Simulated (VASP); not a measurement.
Write the native input for VASP 6.6.1 that does the following.

| Quantity | Value |
| --- | --- |
| Task | single point |
| Functional | PBE |
| Potentials or basis | VASP PAW PBE potentials, release 64 (F, O) |
| Cutoff | 520 eV |
| k mesh | 12 × 12 × 12 |
| Occupations | fermi-dirac, width 0.0612256 eV |
| Spin | no spin polarisation |
| Dipole correction | no |
| Further INCAR settings | ALGO = Normal; EDIFF = 1e-06; NBANDS = 43 |

The structure of O3F2 lies in POSCAR:

```
O3F2
1.0
    4.8613898756      0.0000000000      0.0000000000
    0.0000000000      4.8613898756      0.0000000000
    0.0000000000      0.0000000000      4.8613898756
F O
4 6
Direct
    0.2500000000      0.2500000000      0.2500000000
    0.7500000000      0.7500000000      0.2500000000
    0.7500000000      0.2500000000      0.7500000000
    0.2500000000      0.7500000000      0.7500000000
    0.5000000000      0.0000000000      0.0000000000
    0.0000000000      0.5000000000      0.0000000000
    0.0000000000      0.0000000000      0.5000000000
    0.5000000000      0.5000000000      0.0000000000
    0.5000000000      0.0000000000      0.5000000000
    0.0000000000      0.5000000000      0.5000000000
```

One way to write it, as run:

INCAR

```
SYSTEM = O3F2
  PREC = Accurate
  ENCUT = 520
  EDIFF = 1E-6
  ISMEAR = -1
  SIGMA = 0.06122561905347299
  LREAL = .False.
  LASPH = .True.
  NELM = 100
  ALGO = Normal
  ISIF = 2
  LWAVE = .False.
  LCHARG = .False.
  GGA = PE
  NBANDS = 43
```

KPOINTS

```
Automatic mesh
0
Gamma
  12 12 12
  0 0 0
```

Potentials or basis: VASP PAW PBE potentials, release 64 (F, O).

Command:

```console
$ cat potpaw_PBE.64/F/POTCAR potpaw_PBE.64/O/POTCAR > POTCAR
$ mpirun -np 1 vasp_std > vasp.out
```

Results of the run:

* Pressure: -1.9 GPa
* Band gap on the k mesh: zero (band 32 reaches -1.47 eV, above the bottom of band 33 at -1.78 eV)

It took 4.8 min on 1 thread of Oxide Virtual Turin-like Processor, on a shared host, peak memory 0.36 GiB.
